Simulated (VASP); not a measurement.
Wanted: the native input for a VASP 6.6.1 run.

```yaml
Task: single point
Functional: PBE
Potentials_or_basis: VASP PAW PBE potentials, release 64 (Zn, Au)
Cutoff: 520 eV
k_mesh: 16 × 16 × 16
Occupations: gaussian, width 0.15 eV
Spin: no spin polarisation
Dipole_correction: no
Further_INCAR_settings: ALGO = Fast; EDIFF = 1e-06; NBANDS = 18
```

The structure of ZnAu lies in POSCAR:

```
ZnAu
1.0
    3.6329461238      0.0000000000      0.0000000000
    0.0000000000      3.6329461238      0.0000000000
    0.0000000000      0.0000000000      2.3614149804
Zn Au
1 1
Direct
    0.5000000000      0.5000000000      0.5000000000
    0.0000000000      0.0000000000      0.0000000000
```

This cell differs from its parent crystal: ratio of the length along z to the lengths across it x 0.65, volume and fractional coordinates fixed.

The input as run:

INCAR

```
PREC = Accurate ; ENCUT = 520
EDIFF = 1E-6 ; ISMEAR = 0
SIGMA = 0.15 ; LREAL = False
LASPH = True ; NELM = 60
ALGO = Fast ; ISIF = 2
LWAVE = False ; LCHARG = False
GGA = PE ; NBANDS = 18
```

KPOINTS

```
Automatic mesh
0
Gamma
  16 16 16
```

Potentials or basis: VASP PAW PBE potentials, release 64 (Zn, Au).

Run with:

```sh
$ cat potpaw_PBE.64/Zn/POTCAR potpaw_PBE.64/Au/POTCAR > POTCAR
$ mpirun -np 1 vasp_std > vasp.out
```

It gave:

```yaml
Pressure: 28.6 GPa
```

It took 74 s on 1 thread of Intel(R) Xeon(R) 6975P-C (Granite Rapids) (shared host), peak memory 0.33 GiB.
